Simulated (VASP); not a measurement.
Write the native input for VASP 6.6.1 that does the following.

```
Task                   : single point
Functional             : PBE
Potentials or basis    : VASP PAW PBE potentials, release 64 (S, Si)
Cutoff                 : 520 eV
k mesh                 : 1 × 1 × 1
Occupations            : gaussian, width 0.05 eV
Spin                   : collinear spin
Dipole correction      : no
Further INCAR settings : LREAL = Auto; ALGO = Normal; EDIFF = 1e-07; NBANDS = 171
```

The structure of Si63S (a cell with a defect) lies in POSCAR:

```
Si63S
1.0
    6.6508880000      6.6508890000      3.8447710000
   -9.9763330000      3.3254440000      1.9223860000
    3.3254440000     -9.9763330000      9.6119280000
S Si
1 63
Direct
    0.1258419080      0.9509102312      0.9511893003
    0.3811551592      0.7047186610      0.7050862341
    0.1353903488      0.7014934906      0.2038445170
    0.6343532300      0.4551050640      0.4548667594
    0.8850252988      0.2072954746      0.2076748653
    0.3860472225      0.4559064455      0.9539905234
    0.6324020539      0.2021349317      0.7051671749
    0.1340669526      0.4538633939      0.4548821081
    0.3860022680      0.2068162293      0.2066475143
    0.1334403212      0.2046814001      0.7048465102
    0.8845504249      0.9551368128      0.4527152881
    0.6311569712      0.9541103896      0.9538780732
    0.8796136439      0.7013548954      0.7017878926
    0.3838645658      0.9544268973      0.4552027991
    0.6365897151      0.7074325875      0.2038098291
    0.8854712355      0.4528883243      0.9554710971
    0.1187973776      0.5406687166      0.0443320646
    0.3659894810      0.2946241791      0.7946201195
    0.6169548783      0.0445033677      0.5451459023
    0.1188961950      0.2959714493      0.2956693062
    0.3728755745      0.0520224431      0.0507468376
    0.1165909399      0.0456188853      0.5450127518
    0.8707013214      0.7967087745      0.2927273677
    0.6157005731      0.7942010858      0.7946732938
    0.8667225890      0.5437877976      0.5433222258
    0.3682778588      0.7956261456      0.2955805323
    0.6189494066      0.5475492392      0.0443145789
    0.1083068399      0.7884230252      0.7900286719
    0.3663924618      0.5459959100      0.5454959103
    0.8656957811      0.2931473205      0.7956774228
    0.6179597206      0.2977604521      0.2965518611
    0.8621158891      0.0468649238      0.0473669162
    0.0341440798      0.1386258349      0.9576990218
    0.2915105201      0.8833435059      0.7058919451
    0.5448848530      0.6338340552      0.4547288453
    0.0516245005      0.8842299522      0.2019007124
    0.2956016369      0.6351110218      0.9555452552
    0.0463234189      0.6339596815      0.4547583349
    0.7945404087      0.3855780620      0.2057934973
    0.5439807398      0.3821379638      0.7042244208
    0.7949161315      0.1346620421      0.4553650573
    0.2979351613      0.3847190788      0.2054793534
    0.5447905952      0.1356848433      0.9562133677
    0.0429081465      0.3841435779      0.7059643813
    0.2959601245      0.1345211616      0.4555557228
    0.7943175535      0.8818583386      0.7033013342
    0.5455692986      0.8859509083      0.2053216879
    0.7981792984      0.6326251384      0.9517843195
    0.2029976573      0.6154943874      0.7956148781
    0.4558569839      0.3664325483      0.5448564180
    0.7049296763      0.1180052948      0.2961336010
    0.2101111808      0.3611801776      0.0441872488
    0.4533976221      0.1146148024      0.7955421201
    0.2079441452      0.1164361713      0.2952312418
    0.9447028703      0.8660709537      0.0468712729
    0.7062533150      0.8649847167      0.5430525389
    0.9570544617      0.6163896497      0.2949365697
    0.4548680408      0.8676958964      0.0458277581
    0.7046590946      0.6129706027      0.7925482101
    0.2046205187      0.8661930067      0.5454590462
    0.4586374200      0.6169761743      0.2943013855
    0.9559178630      0.3656013059      0.5450742465
    0.7051271000      0.3666573620      0.0453074096
    0.9556471988      0.1120043000      0.7938551975
```

These files were run (other wordings do the same):

INCAR

```
SYSTEM = Si63S
  PREC = Accurate
  ENCUT = 520
  EDIFF = 1E-7
  ISMEAR = 0
  SIGMA = 0.05
  LREAL = Auto
  LASPH = .True.
  NELM = 150
  ALGO = Normal
  ISIF = 2
  LWAVE = .False.
  LCHARG = .False.
  ISPIN = 2
  MAGMOM = 0.5 0 0 0 0 0 0 0 0 0 0 0 0 0 0 0 0 0 0 0 0.5 0 0 0 0 0 0 0.5 0 0 0 0 0.5 0 0 0 0 0 0 0 0 0 0 0 0 0 0 0 0 0 0 0 0 0 0.5 0 0 0 0 0 0 0 0 0
  LORBIT = 11
  GGA = PE
  NBANDS = 171
```

KPOINTS

```
regular mesh
0
Gamma
  1 1 1
  0 0 0
```

Potentials or basis: VASP PAW PBE potentials, release 64 (S, Si).

Run with:

```console
$ cat potpaw_PBE.64/S/POTCAR potpaw_PBE.64/Si/POTCAR > POTCAR
$ mpirun -np 1 vasp_gam > vasp.out
```

It gave:

| Quantity | Value |
| --- | --- |
| Pressure | 1.4 GPa |
| Largest force | 0.058 eV/Å |
| Net moment | 0.00 μB per cell |
| Valence electrons inside the program's atomic spheres | S 3.67; Si 1.68, 1.69, 1.65, 1.67, 1.64 (each value once) |

Caveat: the k points lie up to 0.67 Å⁻¹ apart.

Wall time 26 min on 1 thread of Intel Xeon 8259CL (shared host), peak memory 1.6 GiB.
